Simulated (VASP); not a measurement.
# Sb (P-1) in VASP: further runs, part 2 of 2

VASP 6.6.1.

## Step 3: Relaxation of the atoms, PBE

This run uses another cell than the first one, of 25.60 Å³/atom, 0.960 times its volume.

The input, INCAR:

```
PREC = Accurate
ENCUT = 520
EDIFF = 1E-6
ISMEAR = -1
SIGMA = 0.05
LREAL = False
LASPH = True
NELM = 60
ALGO = Normal
ISIF = 2
LWAVE = False
LCHARG = False
GGA = PE
IBRION = 2
NSW = 60
EDIFFG = -0.01
```

The input, KPOINTS:

```
Automatic mesh
0
Gamma
  9 9 5
```

The input, POSCAR:

```
Sb
1.0
    0.0000000000     -2.3712425200     -2.2763928192
   -2.3712425200      0.0000000000     -2.2763928192
    2.3712425200      2.3712425200     -4.5527856384
Sb
2
Direct
    0.4898204400      0.4577360300      0.5601456900
    0.0101795600      0.0422639700      0.9398543100
```

Potentials or basis: VASP PAW PBE potentials, release 64 (Sb).

Launch:

```bash
> cat potpaw_PBE.64/Sb/POTCAR > POTCAR
> mpirun -np 1 vasp_std > vasp.out
```

OUTCAR:

```text
PREC = Accurate
   ENCUT = 520
   EDIFF = 1E-6
   ISMEAR = -1
   LREAL = False
   LASPH = True
   NELM = 60
   ISIF = 2
   GGA = PE
   IBRION = 2
   NSW = 60
   EDIFFG = -0.01

 ion  position               nearest neighbor table
   1  0.490  0.458  0.560-   2 2.75   2 2.79   2 2.87   2 3.77
   2  0.010  0.042  0.940-   1 2.75   1 2.79   1 2.87   1 3.77

  LATTYP: Found a base centered monoclinic cell.
 ALAT       =     5.6545061010
 B/A-ratio  =     0.5930568067
 C/A-ratio  =     1.0000000000
 COS(beta)  =    -0.2965672482

  Lattice vectors:

 A1 = (   0.0000000000,   2.3712425200,   2.2763928192)
 A2 = (   2.3712425200,   0.0000000000,   2.2763928192)
 A3 = (   2.3712425200,   2.3712425200,  -4.5527856384)

Analysis of symmetry for initial positions (statically):
=====================================================================
 Subroutine PRICEL returns:
 Original cell was already a primitive cell.

 Routine SETGRP: Setting up the symmetry group for a
 base centered monoclinic supercell.

 Subroutine GETGRP returns: Found  2 space group operations
 (whereof  1 operations were pure point group operations)
 out of a pool of  4 trial point group operations.

The static configuration has the point symmetry C_1 .
 The point group associated with its full space group is S_2 .

Analysis of symmetry for dynamics (positions and initial velocities):
=====================================================================
 Subroutine PRICEL returns:
 Original cell was already a primitive cell.

 Routine SETGRP: Setting up the symmetry group for a
 base centered monoclinic supercell.

 Subroutine GETGRP returns: Found  2 space group operations
 (whereof  1 operations were pure point group operations)
 out of a pool of  4 trial point group operations.

The dynamic configuration has the point symmetry C_1 .
 The point group associated with its full space group is S_2 .

 Subroutine INISYM returns: Found  2 space group operations
 (whereof  1 operations are pure point group operations),
 and found     1 'primitive' translations

----------------------------------------------------------------------------------------

                                     Primitive cell

  volume of cell :      51.1987

  direct lattice vectors                    reciprocal lattice vectors
     0.000000000 -2.371242520 -2.276392819     0.105429958 -0.316289875 -0.109822873
    -2.371242520  0.000000000 -2.276392819    -0.316289875  0.105429958 -0.109822873
     2.371242520  2.371242520 -4.552785638     0.105429958  0.105429958 -0.109822873

  length of vectors
     3.287058770  3.287058770  5.654506101     0.351021117  0.351021117  0.185181035

  position of ions in fractional coordinates (direct lattice)
     0.489820440  0.457736030  0.560145690
     0.010179560  0.042263970  0.939854310

  ion indices of the primitive-cell ions
   primitive index   ion index
                 1           1
                 2           2

----------------------------------------------------------------------------------------

 KPOINTS: Automatic mesh
[... 54 lines left out ...]
   dimension x,y,z NGXF=    48 NGYF=   48 NGZF=   84
   ions per type =               2
   NGX,Y,Z   is equivalent  to a cutoff of  12.14, 12.14, 12.35 a.u.
   NGXF,Y,Z  is equivalent  to a cutoff of  24.28, 24.28, 24.70 a.u.
 SYSTEM =  unknown system
   PREC   = accura    normal or accurate (medium, high low for compatibility)
   ISTART =      0    job   : 0-new  1-cont  2-samecut
   ICHARG =      2    charge: 1-file 2-atom 10-const
   ISPIN  =      1    spin polarized calculation?
   LNONCOLLINEAR =      F non collinear calculations
   LSORBIT =      F    spin-orbit coupling
   LASPH  =      T    aspherical Exc in radial PAW
   ENCUT  =  520.0 eV  38.22 Ry    6.18 a.u.   6.11  6.11 10.51*2*pi/ulx,y,z
   NELM   =     60;   NELMIN=  2; NELMDL= -5     # of ELM steps
   EDIFF  = 0.1E-05   stopping-criterion for ELM
   LREAL  =      F    real-space projection
   EDIFFG = -.1E-01   stopping-criterion for IOM
   NSW    =     60    number of steps for IOM
   IBRION =      2    ionic relax: 0-MD 1-quasi-New 2-CG
   NFREE  =      1    steps in history (QN), initial steepest desc. (CG)
   ISIF   =      2    stress and relaxation
   ISYM   =      2    0-nonsym 1-usesym 2-fastsym
   POTIM  = 0.5000    time-step for ionic-motion
   TEBEG  =    0.0;   TEEND  =   0.0 temperature during run
   PSTRESS=    0.0 pullay stress
   NELECT =      10.0000    total number of electrons
   NUPDOWN=      -1.0000    fix difference up-down
   EMIN   =  10.00;   EMAX   =-10.00  energy-range for DOS
   EFERMI =   0.00;   METHOD = LEGACY
   ISMEAR =    -1;   SIGMA  =   0.05  broadening in eV -4-tet -1-fermi 0-gaus
   EFERMI_NEDOS =   21; number of points for ismear=-14 and -15
   IALGO  =     38    algorithm
   IMIX   =      4    mixing-type and parameters
     AMIX     =   0.40;   BMIX     =  1.00
     AMIX_MAG =   1.60;   BMIX_MAG =  1.00
  volume/ion in A,a.u.               =      25.60       172.75
  Fermi-wavevector in a.u.,A,eV,Ry     =   0.949850  1.794957 12.275386  0.902215
  Thomas-Fermi vector in A             =   2.078172
   LORBIT       =      0    0 simple, 1 ext, 2 COOP (PROOUT), +10 PAW based schemes
   GGA     = PE    functional components
   LHFCALC =     F    Hartree Fock is set to
   AEXX    =    0.0000 exact exchange contribution
   IVDW    =     0    specifies the selected vdW correction
   LEPSILON=     F    determine dielectric tensor
   LRPA    =     F    only Hartree local field effects (RPA)
 conjugate gradient relaxation of ions
 non-spin polarized calculation
  energy-cutoff  :      520.00
  volume of cell :       51.20
 maximum number of plane-waves:      1394
   NGX = 13   NGY = 13   NGZ = 21

--------------------------------------- Ionic step        1  -------------------------------------------

 number of electron      10.0000000 magnetization

 number of electron       9.9999999 magnetization

 Free energy of the ion-electron system (eV)
  ---------------------------------------------------
  ext. energy  EPLUGINS =         0.00000000
  ---------------------------------------------------
  free energy    TOTEN  =        -7.06620450 eV

  energy without entropy =       -7.05743137  energy(sigma->0) =       -7.06181794

------------------------ aborting loop because EDIFF is reached ----------------------------------------

  FORCE on cell =-STRESS in cart. coord.  units (eV):
  Direction    XX          YY          ZZ          XY          YZ          ZX
  --------------------------------------------------------------------------------------
  -------------------------------------------------------------------------------------
  Total        6.0473059      5.4843295      5.4628648     -0.0020614      0.4454781     -0.5747864
  in kB      189.2401894    171.6227983    170.9510971     -0.0645082     13.9404816    -17.9869659
  external PRESSURE =     177.2713616 kB  Pullay stress =       0.0000000 kB
[... 239 lines left out ...]
--------------------------------------- Ionic step        8  -------------------------------------------

 number of electron      10.0000000 magnetization

 Free energy of the ion-electron system (eV)
  ---------------------------------------------------
  ext. energy  EPLUGINS =         0.00000000
  ---------------------------------------------------
  free energy    TOTEN  =        -7.58397941 eV

  energy without entropy =       -7.57422220  energy(sigma->0) =       -7.57910081

 E-fermi :   9.2125     XC(G=0): -10.4504

 val. band max:        9.2050130740   @ k =   0.4444   0.1111   0.2000
 cond. band min:       9.2215336732   @ k =  -0.4444  -0.4444   0.2000
 fundamental gap:      0.0165205992
 Fermi energy:         9.2124572747

 k-point     1 :       0.0000    0.0000    0.0000
  band No.  band energies     occupation
      1      -4.1645      2.00000
      2      -0.0740      2.00000
      3       3.0730      2.00000
      4      12.7474      0.00000
      5      13.3409      0.00000
      6      14.8465      0.00000
      7      14.8888      0.00000
      8      14.9697      0.00000
      9      17.5159      0.00000
[... 265 lines left out ...]
 k-point    24 :       0.2222    0.2222   -0.0000
  band No.  band energies     occupation
      1      -3.1456      2.00000
      2       0.3323      2.00000
      3       4.5850      2.00000
      4       9.0144      1.96263
      5       9.6192      0.00059
      6      10.8131      0.00000
      7      13.7635      0.00000
      8      14.1104      0.00000
      9      14.8107      0.00000

 [... further k-points ...]

------------------------ aborting loop because EDIFF is reached ----------------------------------------

  FORCE on cell =-STRESS in cart. coord.  units (eV):
  Direction    XX          YY          ZZ          XY          YZ          ZX
  --------------------------------------------------------------------------------------
  -------------------------------------------------------------------------------------
  Total        1.4193223      1.4400857      2.0976160      0.0442875      0.0886312      0.0386405
  in kB       44.4152874     45.0650425     65.6413381      1.3859036      2.7735626      1.2091894
  external PRESSURE =      51.7072227 kB  Pullay stress =       0.0000000 kB
[... 17 lines left out ...]
  FREE ENERGIE OF THE ION-ELECTRON SYSTEM (eV)
  ---------------------------------------------------
  free  energy   TOTEN  =        -7.5839794127 eV

  energy  without entropy=       -7.5742222025  energy(sigma->0) =       -7.57910081

 reached required accuracy - stopping structural energy minimisation
```

Run time: 2.7 min. Hardware: 1 thread of Intel Xeon Platinum 8259CL at 2.50GHz (Skylake/Cascade Lake), shared host; peak memory 0.23 GiB.

Results:

```yaml
Free_energy: -7.5840 eV
Energy_gained_by_relaxing: 258.9 meV/atom
Ionic_steps: 8
Pressure_after_relaxing: 5.2 GPa
Largest_force_after_relaxing: 0.007 eV/Å
Band_gap_on_the_k_mesh: zero (band 5 reaches 13.34 eV, above the bottom of band 6 at 7.05 eV)
```

Forces in eV/Å, atoms in the order of the input:
```
Sb   0.006  0.002 -0.003
Sb  -0.006 -0.002  0.003
```

Step by step:
```tsv
step	energy change (eV)	largest force (eV/Å)	pressure (GPa)
1	0.0000	2.6166	17.73
2	-0.4243	0.7950	9.31
3	-0.4931	0.3541	6.81
4	-0.5160	0.0244	4.97
5	-0.5161	0.0253	4.98
6	-0.5166	0.0613	5.46
7	-0.5167	0.0306	5.02
8	-0.5178	0.0068	5.17
```

Final structure:
```yaml
crystal:
  lattice:
    - [0.00000, -2.37124, -2.27639]
    - [-2.37124, 0.00000, -2.27639]
    - [2.37124, 2.37124, -4.55279]
  atoms:
    - { symbol: Sb, position: [0.49541, 0.48334, 0.51010] }
    - { symbol: Sb, position: [0.00459, 0.01666, 0.98990] }
```

Caveat: spin-orbit coupling is left out, which moves the levels of the heavy elements.
